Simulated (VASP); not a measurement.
Wanted: the native input for a VASP 6.6.1 run.

| Item | Value |
| --- | --- |
| Task | single point |
| Functional | LDA |
| Potentials or basis | VASP PAW LDA potentials, release 64 (Zn) |
| Cutoff | 520 eV |
| k mesh | 21 × 21 × 10 |
| Occupations | gaussian, width 0.15 eV |
| Spin | no spin polarisation |
| Dipole correction | no |
| Further INCAR settings | ALGO = Fast; EDIFF = 1e-06; NBANDS = 19 |

The structure of Zn lies in POSCAR:

```
Zn
1.0
    2.6647980532      0.0000000000      0.0000000000
   -1.3323990266      2.3077828100      0.0000000000
    0.0000000000      0.0000000000      5.0951010000
Zn
2
Direct
    0.3333333333      0.6666666667      0.2500000000
    0.6666666667      0.3333333333      0.7500000000
```

This cell differs from its parent crystal: strain +0.000 along x and y, +0.030 along z.

The input as run:

INCAR

```
  ALGO = Fast
  EDIFF = 1E-6
  ENCUT = 520
  ISIF = 2
  ISMEAR = 0
  LASPH = True
  LCHARG = True
  LELF = True
  LREAL = False
  LVHAR = True
  LWAVE = False
  NBANDS = 19
  NELM = 60
  PREC = Accurate
  SIGMA = 0.15
```

KPOINTS

```
k-points
0
Gamma
  21 21 10
```

Potentials or basis: VASP PAW LDA potentials, release 64 (Zn).

Command:

```console
$ cat potpaw_LDA.64/Zn/POTCAR > POTCAR
$ mpirun -np 1 vasp_std > vasp.out
```

Results of the run:

| Quantity | Value |
| --- | --- |
| Pressure | -9.4 GPa |
| Band gap on the k mesh | zero (band 12 reaches 4.22 eV, above the bottom of band 13 at -0.78 eV) |

Caveat: the cell differs from its parent crystal (strain +0.000 along x and y, +0.030 along z).

Run time: 51 s on 1 thread of Intel(R) Xeon(R) 6975P-C (Granite Rapids) (shared host), peak memory 0.23 GiB.
